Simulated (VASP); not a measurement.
# TaTe in VASP: settings compared

Aim: see how the results for TaTe move with the level of theory and the settings. Levels: r2SCAN, PBEsol, PBE. Tasks: single point.

All numbers are computed with VASP 6.6.1; they aren't measurements. Logs are shortened: lines on timing, memory, paths and dates and some standing lists are left out, and cuts for length are marked.

### 1 The cell of the first run

It takes space group Fm-3m (No. 225, cubic). The conventional cell has a = 5.793 Å, b = 5.793 Å, c = 5.793 Å, α = 90.00°, β = 90.00°, γ = 90.00°. Within 3.8 Å of Ta (site symmetry m-3m) lie 6 Te at 2.90 Å. Within 3.8 Å of Te (site symmetry m-3m) lie 6 Ta at 2.90 Å.

### 2 Single point, r2SCAN, collinear spin, ferromagnetic start

Contents of POSCAR:

```
TaTe
1.0
    0.0000000000      2.8967471834      2.8967471834
    2.8967471834      0.0000000000      2.8967471834
    2.8967471834      2.8967471834      0.0000000000
Ta Te
1 1
Direct
    0.5000000000      0.5000000000      0.5000000000
    0.0000000000      0.0000000000      0.0000000000
```

Contents of INCAR.step1:

```
SYSTEM = TaTe
  PREC = Accurate
  ENCUT = 520
  ISMEAR = 0
  SIGMA = 0.05
  LREAL = .False.
  LASPH = .True.
  NELM = 150
  ISPIN = 2
  MAGMOM = -1.17 0
  LMAXMIX = 4
  NBANDS = 20
  GGA = PE
  ALGO = Normal
  EDIFF = 1E-4
  LWAVE = .True.
  LCHARG = .False.
```

Contents of INCAR.step2:

```
SYSTEM = TaTe
  PREC = Accurate
  ENCUT = 520
  EDIFF = 1E-6
  ISMEAR = 0
  SIGMA = 0.05
  LREAL = .False.
  LASPH = .True.
  NELM = 150
  ALGO = Normal
  ISIF = 2
  LWAVE = .False.
  LCHARG = .False.
  ISPIN = 2
  MAGMOM = -1.17 0
  LORBIT = 11
  LMAXMIX = 4
  METAGGA = R2SCAN
  LMIXTAU = .True.
  NBANDS = 20
  ISTART = 1
```

Contents of KPOINTS:

```
regular mesh
0
Gamma
  10 10 10
  0 0 0
```

Potentials or basis: VASP PAW PBE potentials, release 64 (Ta_pv, Te).

On the command line:

```bash
$ cat potpaw_PBE.64/Ta_pv/POTCAR potpaw_PBE.64/Te/POTCAR > POTCAR
$ cp INCAR.step1 INCAR
$ mpirun -np 1 vasp_std > vasp.out
$ cp INCAR.step2 INCAR
$ mpirun -np 1 vasp_std > vasp.out
```

OUTCAR:

```text
SYSTEM = TaTe
   PREC = Accurate
   ENCUT = 520
   EDIFF = 1E-6
   ISMEAR = 0
   LREAL = .False.
   LASPH = .True.
   NELM = 150
   ISIF = 2
   ISPIN = 2
   LORBIT = 11
   METAGGA = R2SCAN
   ISTART = 1

 ion  position               nearest neighbor table
   1  0.500  0.500  0.500-   2 2.90   2 2.90   2 2.90   2 2.90   2 2.90   2 2.90
   2  0.000  0.000  0.000-   1 2.90   1 2.90   1 2.90   1 2.90   1 2.90   1 2.90

  LATTYP: Found a face centered cubic cell.
 ALAT       =     5.7934943668

  Lattice vectors:

 A1 = (   0.0000000000,   2.8967471834,   2.8967471834)
 A2 = (   2.8967471834,   0.0000000000,   2.8967471834)
 A3 = (   2.8967471834,   2.8967471834,   0.0000000000)

Analysis of symmetry for initial positions (statically):
=====================================================================
 Subroutine PRICEL returns:
 Original cell was already a primitive cell.

 Routine SETGRP: Setting up the symmetry group for a
 face centered cubic supercell.

 Subroutine GETGRP returns: Found 48 space group operations
[... 9 lines left out ...]

 Routine SETGRP: Setting up the symmetry group for a
 face centered cubic supercell.

 Subroutine GETGRP returns: Found 48 space group operations
 (whereof 48 operations were pure point group operations)
 out of a pool of 48 trial point group operations.

The dynamic configuration has the point symmetry O_h .

Analysis of structural, dynamic, and magnetic symmetry:
=====================================================================
 Subroutine PRICEL returns:
 Original cell was already a primitive cell.

 Routine SETGRP: Setting up the symmetry group for a
 face centered cubic supercell.

 Subroutine GETGRP returns: Found 48 space group operations
 (whereof 48 operations were pure point group operations)
 out of a pool of 48 trial point group operations.

The overall configuration has the point symmetry O_h .

 Subroutine INISYM returns: Found 48 space group operations
[... 5 lines left out ...]
                                     Primitive cell

  volume of cell :      48.6140

  direct lattice vectors                    reciprocal lattice vectors
     0.000000000  2.896747183  2.896747183    -0.172607400  0.172607400  0.172607400
     2.896747183  0.000000000  2.896747183     0.172607400 -0.172607400  0.172607400
     2.896747183  2.896747183  0.000000000     0.172607400  0.172607400 -0.172607400

  length of vectors
     4.096619154  4.096619154  4.096619154     0.298964787  0.298964787  0.298964787

  position of ions in fractional coordinates (direct lattice)
     0.500000000  0.500000000  0.500000000
     0.000000000  0.000000000  0.000000000

  ion indices of the primitive-cell ions
   primitive index   ion index
                 1           1
                 2           2

----------------------------------------------------------------------------------------

 KPOINTS: regular mesh

Automatic generation of k-mesh.
 Grid dimensions read from file:
 generate k-points for:   10   10   10

 Generating k-lattice:

  Cartesian coordinates                     Fractional coordinates (reciprocal lattice)
    -0.017260740  0.017260740  0.017260740     0.100000000  0.000000000  0.000000000
     0.017260740 -0.017260740  0.017260740     0.000000000  0.100000000  0.000000000
     0.017260740  0.017260740 -0.017260740     0.000000000  0.000000000  0.100000000

  Length of vectors
     0.029896479  0.029896479  0.029896479

  Shift w.r.t. Gamma in fractional coordinates (k-lattice)
     0.000000000  0.000000000  0.000000000

 Subroutine IBZKPT returns following result:
 ===========================================

 Found     47 irreducible k-points:

 Following reciprocal coordinates:
            Coordinates               Weight
  0.000000  0.000000  0.000000      1.000000
  0.100000  0.000000  0.000000      8.000000
  0.200000  0.000000  0.000000      8.000000
  0.300000  0.000000  0.000000      8.000000
  0.400000  0.000000  0.000000      8.000000
  0.500000  0.000000  0.000000      4.000000
[... 16 lines left out ...]
  0.300000  0.300000  0.000000      6.000000
  0.400000  0.300000  0.000000     24.000000
 [... further k-points ...]
   k-points           NKPTS =     47   k-points in BZ     NKDIM =     47   number of bands    NBANDS=     20
   number of dos      NEDOS =    301   number of ions     NIONS =      2
   total plane-waves  NPLWV =  27000
   dimension x,y,z NGX =    30 NGY =   30 NGZ =   30
   dimension x,y,z NGXF=    60 NGYF=   60 NGZF=   60
   ions per type =               1   1
   NGX,Y,Z   is equivalent  to a cutoff of  12.17, 12.17, 12.17 a.u.
   NGXF,Y,Z  is equivalent  to a cutoff of  24.35, 24.35, 24.35 a.u.
 SYSTEM =  TaTe
   PREC   = accura    normal or accurate (medium, high low for compatibility)
   ISTART =      1    job   : 0-new  1-cont  2-samecut
   ICHARG =      0    charge: 1-file 2-atom 10-const
   ISPIN  =      2    spin polarized calculation?
   LNONCOLLINEAR =      F non collinear calculations
   LSORBIT =      F    spin-orbit coupling
   LASPH  =      T    aspherical Exc in radial PAW
   ENCUT  =  520.0 eV  38.22 Ry    6.18 a.u.   7.62  7.62  7.62*2*pi/ulx,y,z
   NELM   =    150;   NELMIN=  2; NELMDL=  0     # of ELM steps
   EDIFF  = 0.1E-05   stopping-criterion for ELM
   LREAL  =      F    real-space projection
   EDIFFG = 0.1E-04   stopping-criterion for IOM
   NSW    =      0    number of steps for IOM
   IBRION =     -1    ionic relax: 0-MD 1-quasi-New 2-CG
   NFREE  =      0    steps in history (QN), initial steepest desc. (CG)
   ISIF   =      2    stress and relaxation
   ISYM   =      2    0-nonsym 1-usesym 2-fastsym
   POTIM  = 0.5000    time-step for ionic-motion
   TEBEG  =    0.0;   TEEND  =   0.0 temperature during run
   PSTRESS=    0.0 pullay stress
   NELECT =      17.0000    total number of electrons
   NUPDOWN=      -1.0000    fix difference up-down
   EMIN   =  10.00;   EMAX   =-10.00  energy-range for DOS
   EFERMI =   0.00;   METHOD = LEGACY
   ISMEAR =     0;   SIGMA  =   0.05  broadening in eV -4-tet -1-fermi 0-gaus
   EFERMI_NEDOS =   21; number of points for ismear=-14 and -15
   IALGO  =     38    algorithm
   IMIX   =      4    mixing-type and parameters
     AMIX     =   0.40;   BMIX     =  1.00
     AMIX_MAG =   1.60;   BMIX_MAG =  1.00
  volume/ion in A,a.u.               =      24.31       164.03
  Fermi-wavevector in a.u.,A,eV,Ry     =   1.153375  2.179563 18.099476  1.330274
  Thomas-Fermi vector in A             =   2.290019
   LORBIT       =     11    0 simple, 1 ext, 2 COOP (PROOUT), +10 PAW based schemes
   METAGGA = R2SCAN    functional components
   LHFCALC =     F    Hartree Fock is set to
   AEXX    =    0.0000 exact exchange contribution
   IVDW    =     0    specifies the selected vdW correction
   LEPSILON=     F    determine dielectric tensor
   LRPA    =     F    only Hartree local field effects (RPA)
 spin polarized calculation
 Gauss-broadening in eV      SIGMA  =   0.05
  energy-cutoff  :      520.00
  volume of cell :       48.61
 maximum number of plane-waves:      1363
   NGX = 15   NGY = 15   NGZ = 15

 number of electron      17.0000003 magnetization      -0.0046298

 number of electron      17.0000003 magnetization       0.0040760

 Free energy of the ion-electron system (eV)
  ---------------------------------------------------
  ext. energy  EPLUGINS =         0.00000000
  ---------------------------------------------------
  free energy    TOTEN  =       -72.29001092 eV

  energy without entropy =      -72.28479715  energy(sigma->0) =      -72.28740403

 E-fermi :   7.7805     XC(G=0): -11.4744

 val. band max:        7.7805094112   @ k =   0.3000   0.1000   0.0000
 cond. band min:       7.7859201771   @ k =  -0.4000   0.2000   0.1000
 fundamental gap:      0.0054107659
 Fermi energy:         7.7805257756

 spin component 1

 k-point     1 :       0.0000    0.0000    0.0000
  band No.  band energies     occupation
      1     -29.0406      1.00000
      2     -29.0406      1.00000
      3     -29.0406      1.00000
      4      -6.8771      1.00000
      5       5.7221      1.00000
      6       5.7221      1.00000
[... 12 lines left out ...]
     19      18.5369      0.00000
     20      18.5369      0.00000

 k-point     2 :       0.1000    0.0000    0.0000
  band No.  band energies     occupation
      1     -29.0448      1.00000
      2     -29.0408      1.00000
      3     -29.0408      1.00000
      4      -6.7567      1.00000
      5       4.5904      1.00000
      6       4.9521      1.00000
[... 12 lines left out ...]
     19      19.0310      0.00000
     20      19.0310      0.00000
[... 465 lines left out ...]
      3     -29.0506      1.00000
      4      -5.8268      1.00000
      5       1.5484      1.00000
      6       4.1337      1.00000
[... 12 lines left out ...]
     19      20.8748      0.00000
     20      21.1134      0.00000

 k-point    24 :       0.4000    0.3000    0.0000
  band No.  band energies     occupation
      1     -29.0699      1.00000
      2     -29.0531      1.00000
      3     -29.0520      1.00000
      4      -5.5784      1.00000
      5       1.3598      1.00000
      6       3.4944      1.00000
[... 12 lines left out ...]
     19      20.7244      0.00000
     20      21.4215      0.00000

 [... further k-points ...]

 spin component 2

 k-point     1 :       0.0000    0.0000    0.0000
  band No.  band energies     occupation
      1     -29.0384      1.00000
      2     -29.0384      1.00000
      3     -29.0384      1.00000
      4      -6.8770      1.00000
      5       5.7231      1.00000
      6       5.7231      1.00000
[... 12 lines left out ...]
     19      18.5352      0.00000
     20      18.5352      0.00000

 k-point     2 :       0.1000    0.0000    0.0000
  band No.  band energies     occupation
      1     -29.0426      1.00000
      2     -29.0387      1.00000
      3     -29.0387      1.00000
      4      -6.7566      1.00000
      5       4.5909      1.00000
      6       4.9549      1.00000
[... 12 lines left out ...]
     19      19.0312      0.00000
     20      19.0312      0.00000
[... 465 lines left out ...]
      3     -29.0484      1.00000
      4      -5.8266      1.00000
      5       1.5506      1.00000
      6       4.1341      1.00000
[... 12 lines left out ...]
     19      20.8751      0.00000
     20      21.1126      0.00000

 k-point    24 :       0.4000    0.3000    0.0000
  band No.  band energies     occupation
      1     -29.0677      1.00000
      2     -29.0509      1.00000
      3     -29.0499      1.00000
      4      -5.5781      1.00000
      5       1.3613      1.00000
      6       3.4950      1.00000
[... 12 lines left out ...]
     19      20.7241      0.00000
     20      21.4225      0.00000

 [... further k-points ...]
[... 5 lines left out ...]
  --------------------------------------------------------------------------------------
  -------------------------------------------------------------------------------------
  Total       -1.9589733     -1.9589733     -1.9589733      0.0000000      0.0000000     -0.0000000
  in kB      -64.5620520    -64.5620520    -64.5620520      0.0000000      0.0000000     -0.0000000
  external PRESSURE =     -64.5620520 kB  Pullay stress =       0.0000000 kB

 VOLUME and BASIS-vectors are now :
 -----------------------------------------------------------------------------
  energy-cutoff  :      520.00
  volume of cell :       48.61
      direct lattice vectors                 reciprocal lattice vectors
     0.000000000  2.896747183  2.896747183    -0.172607400  0.172607400  0.172607400
     2.896747183  0.000000000  2.896747183     0.172607400 -0.172607400  0.172607400
     2.896747183  2.896747183  0.000000000     0.172607400  0.172607400 -0.172607400

 POSITION                                       TOTAL-FORCE (eV/Angst)
 -----------------------------------------------------------------------------------
      2.89675      2.89675      2.89675        -0.000000     -0.000000     -0.000000
      0.00000      0.00000      0.00000         0.000000      0.000000      0.000000
 -----------------------------------------------------------------------------------
    total drift:                                0.000000     -0.000000      0.000000

  FREE ENERGIE OF THE ION-ELECTRON SYSTEM (eV)
  ---------------------------------------------------
  free  energy   TOTEN  =       -72.2900109156 eV

  energy  without entropy=      -72.2847971518  energy(sigma->0) =      -72.28740403

 total charge

# of ion       s       p       d       tot
------------------------------------------
    1        0.279   6.051   2.388   8.718
    2        1.330   2.060   0.124   3.514
--------------------------------------------------
tot          1.609   8.112   2.512  12.232

 magnetization (x)

# of ion       s       p       d       tot
------------------------------------------
    1        0.000   0.000   0.003   0.003
    2       -0.000  -0.000   0.000  -0.000
--------------------------------------------------
tot          0.000  -0.000   0.003   0.003
```

Run time: 13 min. Hardware: 1 thread of Intel Xeon Platinum 8488C (Sapphire Rapids), shared host; peak memory 0.26 GiB.

Results:

* Free energy: -72.2900 eV
* Pressure: -6.5 GPa
* Net moment: 0.00 μB per cell
* Valence electrons inside the program's atomic spheres: Ta 8.72; Te 3.51

Caveat: the PAW data sets were made with another functional, which shifts forces and pressure a little; spin-orbit coupling is left out, which moves the levels of the heavy elements.

[end of part 1 of 2]
